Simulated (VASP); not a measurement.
# As (R-3m) in VASP: further runs

Runs on As. Level: LDA. Tasks: single point.

All numbers are computed with VASP 6.6.1; they aren't measurements. Logs are shortened: lines on timing, memory, paths and dates and some standing lists are left out, and cuts for length are marked.

**1. The cell of the first run**

The structure is trigonal, space group R-3m (No. 166). Conventional cell: a = 3.762 Å, b = 3.762 Å, c = 10.542 Å, α = 90.00°, β = 90.00°, γ = 120.00°. As (site symmetry 3m) has 6 As at 2.51 to 3.13 Å within 3.3 Å.

**2. Single point, LDA**

Input file INCAR:

```
PREC = Accurate ; ENCUT = 520
EDIFF = 1E-6 ; ISMEAR = 0
SIGMA = 0.02 ; LREAL = False
LASPH = True ; NELM = 100
ALGO = Normal ; ISIF = 2
LWAVE = False ; LCHARG = True
LELF = True ; LVHAR = True
NBANDS = 12
```

Input file KPOINTS:

```
regular mesh
0
Gamma
  11 11 11
```

Input file POSCAR:

```
As
1.0
    1.8807968987      1.0858785957      3.5140619945
   -1.8807968987      1.0858785957      3.5140619945
    0.0000000000     -2.1717571915      3.5140619945
As
2
Direct
    0.2269485699      0.2269485699      0.2269485699
    0.7740000000      0.7740000000      0.7740000000
```

Potentials or basis: VASP PAW LDA potentials, release 64 (As).

Started as:

```console
cat potpaw_LDA.64/As/POTCAR > POTCAR
mpirun -np 1 vasp_std > vasp.out
```

OUTCAR:

```text
PREC = Accurate
   ENCUT = 520
   EDIFF = 1E-6
   ISMEAR = 0
   LREAL = False
   LASPH = True
   NELM = 100
   ISIF = 2

 ion  position               nearest neighbor table
   1  0.227  0.227  0.227-   2 2.51   2 2.51   2 2.51
   2  0.774  0.774  0.774-   1 2.51   1 2.51   1 2.51

  LATTYP: Found a trigonal (rhomboedric) cell.
 ALAT       =     4.1310000000
 COS(alpha) =     0.5854247172

  Lattice vectors:

 A1 = (   1.8807968987,   1.0858785957,   3.5140619945)
 A2 = (  -1.8807968987,   1.0858785957,   3.5140619945)
 A3 = (   0.0000000000,  -2.1717571915,   3.5140619945)

Analysis of symmetry for initial positions (statically):
=====================================================================
 Subroutine PRICEL returns:
 Original cell was already a primitive cell.

 Routine SETGRP: Setting up the symmetry group for a
 trigonal (rhombohedral) supercell.

 Subroutine GETGRP returns: Found 12 space group operations
 (whereof  6 operations were pure point group operations)
 out of a pool of 12 trial point group operations.

The static configuration has the point symmetry C_3v.
 The point group associated with its full space group is D_3d.

Analysis of symmetry for dynamics (positions and initial velocities):
=====================================================================
 Subroutine PRICEL returns:
 Original cell was already a primitive cell.

 Routine SETGRP: Setting up the symmetry group for a
 trigonal (rhombohedral) supercell.

 Subroutine GETGRP returns: Found 12 space group operations
 (whereof  6 operations were pure point group operations)
 out of a pool of 12 trial point group operations.

The dynamic configuration has the point symmetry C_3v.
 The point group associated with its full space group is D_3d.

 Subroutine INISYM returns: Found 12 space group operations
 (whereof  6 operations are pure point group operations),
 and found     1 'primitive' translations

----------------------------------------------------------------------------------------

                                     Primitive cell

  volume of cell :      43.0610

  direct lattice vectors                    reciprocal lattice vectors
     1.880796899  1.085878596  3.514061995     0.265844760  0.153485544  0.094856987
    -1.880796899  1.085878596  3.514061995    -0.265844760  0.153485544  0.094856987
     0.000000000 -2.171757191  3.514061995     0.000000000 -0.306971087  0.094856987

  length of vectors
     4.131000000  4.131000000  4.131000000     0.321292852  0.321292852  0.321292852

  position of ions in fractional coordinates (direct lattice)
     0.226948570  0.226948570  0.226948570
     0.774000000  0.774000000  0.774000000

  ion indices of the primitive-cell ions
   primitive index   ion index
                 1           1
                 2           2

----------------------------------------------------------------------------------------

 KPOINTS: regular mesh

Automatic generation of k-mesh.
 Grid dimensions read from file:
 generate k-points for:   11   11   11

 Generating k-lattice:

  Cartesian coordinates                     Fractional coordinates (reciprocal lattice)
     0.024167705  0.013953231  0.008623362     0.090909091  0.000000000 -0.000000000
    -0.024167705  0.013953231  0.008623362     0.000000000  0.090909091 -0.000000000
     0.000000000 -0.027906462  0.008623362    -0.000000000 -0.000000000  0.090909091

  Length of vectors
     0.029208441  0.029208441  0.029208441

  Shift w.r.t. Gamma in fractional coordinates (k-lattice)
     0.000000000  0.000000000  0.000000000

 Subroutine IBZKPT returns following result:
 ===========================================

 Found    146 irreducible k-points:

 Following reciprocal coordinates:
            Coordinates               Weight
  0.000000  0.000000  0.000000      1.000000
  0.090909  0.000000 -0.000000      6.000000
  0.181818  0.000000 -0.000000      6.000000
  0.272727  0.000000  0.000000      6.000000
  0.363636  0.000000 -0.000000      6.000000
  0.454545  0.000000 -0.000000      6.000000
[... 16 lines left out ...]
 -0.272727  0.181818  0.000000     12.000000
 -0.181818  0.181818  0.000000      6.000000
 [... further k-points ...]
   k-points           NKPTS =    146   k-points in BZ     NKDIM =    146   number of bands    NBANDS=     12
   number of dos      NEDOS =    301   number of ions     NIONS =      2
   total plane-waves  NPLWV =  32768
   dimension x,y,z NGX =    32 NGY =   32 NGZ =   32
   dimension x,y,z NGXF=    64 NGYF=   64 NGZF=   64
   ions per type =               2
   NGX,Y,Z   is equivalent  to a cutoff of  12.88, 12.88, 12.88 a.u.
   NGXF,Y,Z  is equivalent  to a cutoff of  25.76, 25.76, 25.76 a.u.
 SYSTEM =  unknown system
   PREC   = accura    normal or accurate (medium, high low for compatibility)
   ISTART =      0    job   : 0-new  1-cont  2-samecut
   ICHARG =      2    charge: 1-file 2-atom 10-const
   ISPIN  =      1    spin polarized calculation?
   LNONCOLLINEAR =      F non collinear calculations
   LSORBIT =      F    spin-orbit coupling
   LASPH  =      T    aspherical Exc in radial PAW
   ENCUT  =  520.0 eV  38.22 Ry    6.18 a.u.   7.68  7.68  7.68*2*pi/ulx,y,z
   NELM   =    100;   NELMIN=  2; NELMDL= -5     # of ELM steps
   EDIFF  = 0.1E-05   stopping-criterion for ELM
   LREAL  =      F    real-space projection
   EDIFFG = 0.1E-04   stopping-criterion for IOM
   NSW    =      0    number of steps for IOM
   IBRION =     -1    ionic relax: 0-MD 1-quasi-New 2-CG
   NFREE  =      0    steps in history (QN), initial steepest desc. (CG)
   ISIF   =      2    stress and relaxation
   ISYM   =      2    0-nonsym 1-usesym 2-fastsym
   POTIM  = 0.5000    time-step for ionic-motion
   TEBEG  =    0.0;   TEEND  =   0.0 temperature during run
   PSTRESS=    0.0 pullay stress
   NELECT =      10.0000    total number of electrons
   NUPDOWN=      -1.0000    fix difference up-down
   EMIN   =  10.00;   EMAX   =-10.00  energy-range for DOS
   EFERMI =   0.00;   METHOD = LEGACY
   ISMEAR =     0;   SIGMA  =   0.02  broadening in eV -4-tet -1-fermi 0-gaus
   EFERMI_NEDOS =   21; number of points for ismear=-14 and -15
   IALGO  =     38    algorithm
   IMIX   =      4    mixing-type and parameters
     AMIX     =   0.40;   BMIX     =  1.00
     AMIX_MAG =   1.60;   BMIX_MAG =  1.00
  volume/ion in A,a.u.               =      21.53       145.29
  Fermi-wavevector in a.u.,A,eV,Ry     =   1.006268  1.901570 13.776916  1.012575
  Thomas-Fermi vector in A             =   2.138999
   LORBIT       =      0    0 simple, 1 ext, 2 COOP (PROOUT), +10 PAW based schemes
   GGA     = CA    functional components
   LHFCALC =     F    Hartree Fock is set to
   AEXX    =    0.0000 exact exchange contribution
   IVDW    =     0    specifies the selected vdW correction
   LEPSILON=     F    determine dielectric tensor
   LRPA    =     F    only Hartree local field effects (RPA)
 non-spin polarized calculation
 Gauss-broadening in eV      SIGMA  =   0.02
  energy-cutoff  :      520.00
  volume of cell :       43.06
 maximum number of plane-waves:      1174
   NGX = 15   NGY = 15   NGZ = 15

 number of electron      10.0000000 magnetization

 Free energy of the ion-electron system (eV)
  ---------------------------------------------------
  ext. energy  EPLUGINS =         0.00000000
  ---------------------------------------------------
  free energy    TOTEN  =       -10.76223347 eV

  energy without entropy =      -10.76223344  energy(sigma->0) =      -10.76223346

 E-fermi :   5.4643     XC(G=0): -10.1582

 val. band max:        5.4078228742   @ k =   0.4545   0.3636   0.3636
 cond. band min:       5.5206982462   @ k =   0.4545   0.0909   0.0909
 fundamental gap:      0.1128753720
 Fermi energy:         5.4642604057

 k-point     1 :       0.0000    0.0000    0.0000
  band No.  band energies     occupation
      1      -9.6176      2.00000
      2      -0.4313      2.00000
      3       2.9382      2.00000
      4       3.4357      2.00000
      5       3.4357      2.00000
      6       7.0515      0.00000
      7       8.3243      0.00000
      8       8.3243      0.00000
      9      12.3095      0.00000
     10      12.3095      0.00000
     11      12.7590      0.00000
     12      14.2371      0.00000

 k-point     2 :       0.0909    0.0000   -0.0000
  band No.  band energies     occupation
      1      -9.5070      2.00000
      2      -0.8131      2.00000
      3       2.9769      2.00000
      4       3.3509      2.00000
      5       3.3750      2.00000
      6       7.2708      0.00000
      7       8.0926      0.00000
      8       8.2440      0.00000
      9      11.5674      0.00000
     10      12.1849      0.00000
     11      12.2023      0.00000
     12      14.8790      0.00000

 k-point     3 :       0.1818    0.0000   -0.0000
  band No.  band energies     occupation
      1      -9.1775      2.00000
      2      -1.7811      2.00000
      3       2.7955      2.00000
      4       3.1454      2.00000
      5       3.6249      2.00000
      6       7.0970      0.00000
      7       7.7884      0.00000
      8       7.9352      0.00000
      9      11.1183      0.00000
     10      11.8599      0.00000
     11      12.4800      0.00000
     12      16.3569      0.00000
[... 286 lines left out ...]
 k-point    23 :      -0.2727    0.1818    0.0000
  band No.  band energies     occupation
      1      -7.7384      2.00000
      2      -4.1931      2.00000
      3       0.8827      2.00000
      4       3.1785      2.00000
      5       3.6736      2.00000
      6       6.1572      0.00000
      7       6.5361      0.00000
      8       9.2810      0.00000
      9      11.4343      0.00000
     10      13.5689      0.00000
     11      16.1682      0.00000
     12      17.5285      0.00000

 k-point    24 :      -0.1818    0.1818    0.0000
  band No.  band energies     occupation
      1      -8.4139      2.00000
      2      -3.1846      2.00000
      3       1.4513      2.00000
      4       3.4939      2.00000
      5       3.7067      2.00000
      6       6.1731      0.00000
      7       6.7275      0.00000
      8       8.9581      0.00000
      9      10.6810      0.00000
     10      13.1380      0.00000
     11      15.3909      0.00000
     12      15.5110      0.00000

 [... further k-points ...]

------------------------ aborting loop because EDIFF is reached ----------------------------------------

  FORCE on cell =-STRESS in cart. coord.  units (eV):
  Direction    XX          YY          ZZ          XY          YZ          ZX
  --------------------------------------------------------------------------------------
  -------------------------------------------------------------------------------------
  Total       -0.2160974     -0.2160974     -0.4969295     -0.0000000      0.0000000      0.0000000
  in kB       -8.0403729     -8.0403729    -18.4893456     -0.0000000      0.0000000      0.0000000
  external PRESSURE =     -11.5233638 kB  Pullay stress =       0.0000000 kB

 VOLUME and BASIS-vectors are now :
 -----------------------------------------------------------------------------
  energy-cutoff  :      520.00
  volume of cell :       43.06
      direct lattice vectors                 reciprocal lattice vectors
     1.880796899  1.085878596  3.514061995     0.265844760  0.153485544  0.094856987
    -1.880796899  1.085878596  3.514061995    -0.265844760  0.153485544  0.094856987
     0.000000000 -2.171757191  3.514061995     0.000000000 -0.306971087  0.094856987

 POSITION                                       TOTAL-FORCE (eV/Angst)
 -----------------------------------------------------------------------------------
      0.00000     -0.00000      2.39253         0.000000     -0.000000      0.243123
      0.00000     -0.00000      8.15965         0.000000      0.000000     -0.243123
 -----------------------------------------------------------------------------------
    total drift:                                0.000000     -0.000000      0.000001

  FREE ENERGIE OF THE ION-ELECTRON SYSTEM (eV)
  ---------------------------------------------------
  free  energy   TOTEN  =       -10.7622334749 eV

  energy  without entropy=      -10.7622334395  energy(sigma->0) =      -10.76223346
```

Run time: 88 s. Hardware: 1 thread of AMD EPYC 7R13, shared host; peak memory 0.16 GiB.

What came out:

```
Free energy            : -10.7622 eV
Pressure               : -1.2 GPa
Largest force          : 0.243 eV/Å
Band gap on the k mesh : zero (band 5 reaches 5.64 eV, above the bottom of band 6 at 5.28 eV)
```

Forces on the atoms (eV/Å):
```
As   0.000  0.000  0.243
As   0.000  0.000 -0.243
```

**3. Single point, LDA**

Input file INCAR:

```
SYSTEM = As
PREC = Accurate ; ENCUT = 520
EDIFF = 1E-6 ; ISMEAR = 0
SIGMA = 0.02 ; LREAL = .False.
LASPH = .True. ; NELM = 60
ALGO = Normal ; ISIF = 2
LWAVE = .False. ; LCHARG = .False.
GGA = CA ; NBANDS = 12
```

Input file KPOINTS:

```
Automatic mesh
0
Gamma
  11 11 11
  0 0 0
```

Edit POSCAR of step 2 so:

```diff
@@ -8,3 +8,3 @@
 Direct
-    0.2269485699      0.2269485699      0.2269485699
+    0.2250514301      0.2250514301      0.2250514301
     0.7740000000      0.7740000000      0.7740000000
```

Potentials or basis: VASP PAW LDA potentials, release 64 (As).

Started as:

```console
cat potpaw_LDA.64/As/POTCAR > POTCAR
mpirun -np 1 vasp_std > vasp.out
```

OUTCAR:

```text
SYSTEM = As
   PREC = Accurate
   ENCUT = 520
   EDIFF = 1E-6
   ISMEAR = 0
   LREAL = .False.
   LASPH = .True.
   NELM = 60
   ISIF = 2
   GGA = CA

 ion  position               nearest neighbor table
   1  0.225  0.225  0.225-   2 2.50   2 2.50   2 2.50
   2  0.774  0.774  0.774-   1 2.50   1 2.50   1 2.50

  LATTYP: Found a trigonal (rhomboedric) cell.
 ALAT       =     4.1310000000
 COS(alpha) =     0.5854247172

  Lattice vectors:

 A1 = (   1.8807968987,   1.0858785957,   3.5140619945)
 A2 = (  -1.8807968987,   1.0858785957,   3.5140619945)
 A3 = (   0.0000000000,  -2.1717571915,   3.5140619945)

Analysis of symmetry for initial positions (statically):
=====================================================================
 Subroutine PRICEL returns:
 Original cell was already a primitive cell.

 Routine SETGRP: Setting up the symmetry group for a
 trigonal (rhombohedral) supercell.

 Subroutine GETGRP returns: Found 12 space group operations
 (whereof  6 operations were pure point group operations)
 out of a pool of 12 trial point group operations.

The static configuration has the point symmetry C_3v.
[... 177 lines left out ...]
      6       6.9443      0.00000
      7       8.2987      0.00000
      8       8.2987      0.00000
      9      12.3456      0.00000
     10      12.3456      0.00000
     11      12.8801      0.00000
     12      14.2353      0.00000
[... 331 lines left out ...]
 k-point    24 :      -0.1818    0.1818    0.0000
  band No.  band energies     occupation
      1      -8.4460      2.00000
      2      -3.1992      2.00000
      3       1.4140      2.00000
      4       3.4565      2.00000
      5       3.7180      2.00000
      6       6.2352      0.00000
      7       6.8065      0.00000
      8       8.9030      0.00000
      9      10.6484      0.00000
     10      13.1967      0.00000
     11      15.4009      0.00000
     12      15.4570      0.00000

 [... further k-points ...]

------------------------ aborting loop because EDIFF is reached ----------------------------------------

  FORCE on cell =-STRESS in cart. coord.  units (eV):
  Direction    XX          YY          ZZ          XY          YZ          ZX
  --------------------------------------------------------------------------------------
  -------------------------------------------------------------------------------------
  Total       -0.1051508     -0.1051508     -0.3081379      0.0000000      0.0000000      0.0000000
  in kB       -3.9123655     -3.9123655    -11.4649411      0.0000000      0.0000000      0.0000000
  external PRESSURE =      -6.4298907 kB  Pullay stress =       0.0000000 kB

 VOLUME and BASIS-vectors are now :
 -----------------------------------------------------------------------------
  energy-cutoff  :      520.00
  volume of cell :       43.06
      direct lattice vectors                 reciprocal lattice vectors
     1.880796899  1.085878596  3.514061995     0.265844760  0.153485544  0.094856987
    -1.880796899  1.085878596  3.514061995    -0.265844760  0.153485544  0.094856987
     0.000000000 -2.171757191  3.514061995     0.000000000 -0.306971087  0.094856987

 POSITION                                       TOTAL-FORCE (eV/Angst)
 -----------------------------------------------------------------------------------
      0.00000     -0.00000      2.37253         0.000000     -0.000000      0.421659
      0.00000     -0.00000      8.15965         0.000000      0.000000     -0.421659
 -----------------------------------------------------------------------------------
    total drift:                               -0.000000      0.000000     -0.000000

  FREE ENERGIE OF THE ION-ELECTRON SYSTEM (eV)
  ---------------------------------------------------
  free  energy   TOTEN  =       -10.7555948066 eV

  energy  without entropy=      -10.7555948065  energy(sigma->0) =      -10.75559481
```

OSZICAR:

```text
N       E                     dE             d eps       ncg     rms          rms(c)
DAV:   1     0.284637808424E+02    0.28464E+02   -0.41375E+03  3512   0.692E+02
DAV:   2    -0.906577264279E+01   -0.37530E+02   -0.35901E+02  4708   0.111E+02
DAV:   3    -0.107982889758E+02   -0.17325E+01   -0.17250E+01  4436   0.246E+01
DAV:   4    -0.108080882738E+02   -0.97993E-02   -0.97985E-02  3988   0.205E+00
DAV:   5    -0.108081141096E+02   -0.25836E-04   -0.25836E-04  4372   0.117E-01    0.365E+00
DAV:   6    -0.107730438987E+02    0.35070E-01   -0.11026E-02  3980   0.531E-01    0.216E+00
DAV:   7    -0.107556462063E+02    0.17398E-01   -0.20658E-02  3952   0.745E-01    0.763E-02
DAV:   8    -0.107555904619E+02    0.55744E-04   -0.72282E-04  4044   0.166E-01    0.260E-02
DAV:   9    -0.107555949263E+02   -0.44644E-05   -0.39183E-05  4240   0.350E-02    0.120E-02
DAV:  10    -0.107555948066E+02    0.11969E-06   -0.14921E-06  2832   0.685E-03
   1 F= -.10755595E+02 E0= -.10755595E+02  d E =-.113249E-09
```

It took 1.8 min on 1 thread of AMD EPYC 7R13, shared host; peak memory 0.16 GiB.

What came out:

```
Free energy            : -10.7556 eV
Pressure               : -0.6 GPa
Largest force          : 0.422 eV/Å
Band gap on the k mesh : zero (band 5 reaches 5.63 eV, above the bottom of band 6 at 5.27 eV)
```

Forces in eV/Å, atoms in the order of the input:
```
As   0.000  0.000  0.422
As   0.000  0.000 -0.422
```
